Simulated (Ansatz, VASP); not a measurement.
**One calculation of P, two programs**

File POSCAR:

```
P
1.0
    4.1447177117      0.0000000000      0.0000000000
    0.0000000000      4.1447177117      0.0000000000
    0.0000000000      0.0000000000      4.3123300000
P
1
Direct
    0.0000000000      0.0000000000      0.0000000000
```

File INCAR.step1:

```
SYSTEM = P
PREC = Accurate
ENCUT = 520
ISMEAR = 0
SIGMA = 0.15
LREAL = .FALSE.
LASPH = .TRUE.
NELM = 100
NBANDS = 8
GGA = PE
ALGO = Normal
EDIFF = 1E-4
LWAVE = .TRUE.
LCHARG = .FALSE.
```

File INCAR.step2:

```
SYSTEM = P
PREC = Accurate
ENCUT = 520
EDIFF = 1E-7
ISMEAR = 0
SIGMA = 0.15
LREAL = .FALSE.
LASPH = .TRUE.
NELM = 100
ALGO = Normal
ISIF = 2
LWAVE = .FALSE.
LCHARG = .FALSE.
METAGGA = R2SCAN
LMIXTAU = .TRUE.
NBANDS = 8
ISTART = 1
```

The input KPOINTS:

```
regular mesh
0
G
  12 12 12
  0 0 0
```

Input for Ansatz:

```yaml
crystal:
  lattice:
    - [4.1447177117, 0.0, 0.0]
    - [0.0, 4.1447177117, 0.0]
    - [0.0, 0.0, 4.31233]
  atoms:
    - { symbol: P, position: [0.0, 0.0, 0.0] }
basis:
  ecutwfc: 500
kpoints:
  mp_grid: { grid: [12, 12, 12] }
hamiltonian:
  xc: r2scan
scf:
  occupations: { method: gaussian, width: 0.15 }
output:
  forces: true
  stress: true
  eigenvalues: true
```

Change from the starting cell: strain -0.030 along x and y, -0.015 along z, atoms carried along.

Alike in both runs: task single point; functional r2SCAN; k mesh 12 × 12 × 12; occupations gaussian, width 0.15 eV; no spin polarisation.

|  | VASP | Ansatz |
| --- | --- | --- |
| version | VASP 6.6.1 | Ansatz 0.2.0 |
| potentials or method | VASP PAW PBE potentials, release 64 (P), cutoff 520 eV | scalar-relativistic, plane waves, PAW |
| valence electrons in the cell | 5 | 5 |

|  | VASP | Ansatz | Ansatz less VASP |
| --- | --- | --- | --- |
| gap on the k mesh at the Fermi level (eV) | none | none | - |
| pressure (GPa) | -4.7 | -4.7 | +0.01 |
| traceless stress, the component that is largest in VASP (GPa) | 0.49 | 0.49 | +0.001 |

VASP's potentials were made for PBE, not for r2SCAN. A gap of «none» marks a metal or a gap that the smearing closes. The functional is the same, so the differences come from potentials, cutoffs and numerics.
